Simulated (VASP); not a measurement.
A run of VASP 6.6.1:

INCAR

```
PREC = Accurate
ENCUT = 520
EDIFF = 1E-6
ISMEAR = -1
SIGMA = 0.1
LREAL = F
LASPH = T
NELM = 100
ALGO = Normal
ISIF = 2
LWAVE = F
LCHARG = F
GGA = RE
NBANDS = 12
```

Contents of KPOINTS:

```
regular mesh
0
Gamma
  14 14 14
```

The input POSCAR:

```
Sb
1.0
    2.1050279274      1.2153384406      3.7718035974
   -2.1050279274      1.2153384406      3.7718035974
    0.0000000000     -2.4306768811      3.7718035974
Sb
2
Direct
    0.2311082914      0.2311082914      0.2311082914
    0.7688917086      0.7688917086      0.7688917086
```

Potentials or basis: VASP PAW PBE potentials, release 64 (Sb).

Run with:

```sh
$ cat potpaw_PBE.64/Sb/POTCAR > POTCAR
$ mpirun -np 1 vasp_std > vasp.out
```

Hardware: 1 thread of Intel(R) Xeon(R) 6975P-C (Granite Rapids), with other jobs on the host.

Estimate the wall time of this run.

Wall time 77 s on 1 thread of Intel(R) Xeon(R) 6975P-C (Granite Rapids), on a shared host, peak memory 0.32 GiB. Counts: scf iterations 11, k points 288.
